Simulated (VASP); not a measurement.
Set up this calculation in VASP 6.6.1, as the native input.

```yaml
Task: single point
Functional: PBE
Potentials_or_basis: VASP PAW PBE potentials, release 64 (Si, Br)
Cutoff: 520 eV
k_mesh: 5 × 5 × 5
Occupations: gaussian, width 0.2 eV
Spin: no spin polarisation
Dipole_correction: no
Further_INCAR_settings: ALGO = Normal; EDIFF = 1e-06; NBANDS = 29
```

The structure of Si3Br lies in POSCAR:

```
Si3Br
1.0
    1.9522450214      1.1271291886     14.9181270961
   -1.9522450214      1.1271291886     14.9181270961
    0.0000000000     -2.2542583772     14.9181270961
Si Br
6 2
Direct
    0.0782215585      0.0782215585      0.0782215585
    0.3948698968      0.3948698968      0.3948698968
    0.3419148205      0.3419148205      0.3419148205
    0.6580851795      0.6580851795      0.6580851795
    0.9217784415      0.9217784415      0.9217784415
    0.6051301032      0.6051301032      0.6051301032
    0.1283771725      0.1283771725      0.1283771725
    0.8716228275      0.8716228275      0.8716228275
```

One way to write it, as run:

INCAR

```
PREC     = Accurate       # precision mode
ENCUT    = 520            # plane-wave cutoff, eV
EDIFF    = 1E-6           # SCF threshold, eV
ISMEAR   = 0              # smearing method
SIGMA    = 0.2            # smearing width, eV
LREAL    = F              # projectors in reciprocal space
LASPH    = T              # aspherical terms in the spheres
NELM     = 80             # most SCF steps
ALGO     = Normal         # electronic algorithm
ISIF     = 2              # what is computed and relaxed
LWAVE    = F              # write WAVECAR
LCHARG   = T              # write CHGCAR
GGA      = PE             # functional
LELF     = T              # ELF
LVHAR    = T            
NBANDS   = 29             # bands
```

KPOINTS

```
regular mesh
0
Gamma
  5 5 5
```

Potentials or basis: VASP PAW PBE potentials, release 64 (Si, Br).

Command:

```bash
$ cat potpaw_PBE.64/Si/POTCAR potpaw_PBE.64/Br/POTCAR > POTCAR
$ mpirun -np 1 vasp_std > vasp.out
```

It gave:

```
Pressure               : 0.1 GPa
Largest force          : 0.045 eV/Å
Band gap on the k mesh : 0.93 eV (least direct gap 1.31 eV)
```

Wall time 28 min on 1 thread of Intel(R) Xeon(R) Platinum 8488C (Sapphire Rapids), with other jobs on the host, peak memory 2.1 GiB.
